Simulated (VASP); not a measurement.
A run of VASP 6.6.1 is set up as follows.

The input INCAR:

```
SYSTEM = AlAs4
  PREC = Accurate
  ENCUT = 520
  EDIFF = 1E-6
  ISMEAR = 0
  SIGMA = 0.1
  LREAL = .FALSE.
  LASPH = .TRUE.
  NELM = 80
  ALGO = Normal
  ISIF = 2
  LWAVE = .FALSE.
  LCHARG = .FALSE.
  GGA = PE
  NBANDS = 34
```

KPOINTS

```
regular mesh
0
G
  8 8 4
  0 0 0
```

File POSCAR:

```
AlAs4
1.0
    2.3937069325     -5.3302183251      0.0000000000
    2.3937069325      5.3302183251      0.0000000000
    0.0000000000      0.0000000000      9.1408152567
Al As
2 8
Direct
    0.5000000000      0.5000000000      0.0000000000
    0.0000000000      0.0000000000      0.5000000000
    0.2112908050      0.5021334907      0.3858365929
    0.4978665093      0.7887091950      0.6141634071
    0.5021334907      0.2112908050      0.6141634071
    0.7887091950      0.4978665093      0.3858365929
    1.0021334907      0.7112908050      0.8858365929
    0.2887091950     -0.0021334907      0.1141634071
    0.7112908050      1.0021334907      0.1141634071
   -0.0021334907      0.2887091950      0.8858365929
```

Potentials or basis: VASP PAW PBE potentials, release 64 (Al, As).

Run with:

```console
$ cat potpaw_PBE.64/Al/POTCAR potpaw_PBE.64/As/POTCAR > POTCAR
$ mpirun -np 1 vasp_std > vasp.out
```

Task: Predict the largest force.

Result: 0.043 eV/Å.

Task: Predict the band gap on the k mesh.

Result: Zero (bands 23 and 24 overlap by 1.07 eV).

Task: What does it give for the pressure?

Result: 0.2 GPa.

Forces in eV/Å, atoms in the order of the input:
```
Al   0.000  0.000  0.000
Al   0.000  0.000  0.000
As   0.006 -0.029 -0.032
As  -0.006 -0.029  0.032
As   0.006  0.029  0.032
As  -0.006  0.029 -0.032
As   0.006  0.029 -0.032
As  -0.006  0.029  0.032
As   0.006 -0.029  0.032
As  -0.006 -0.029 -0.032
```
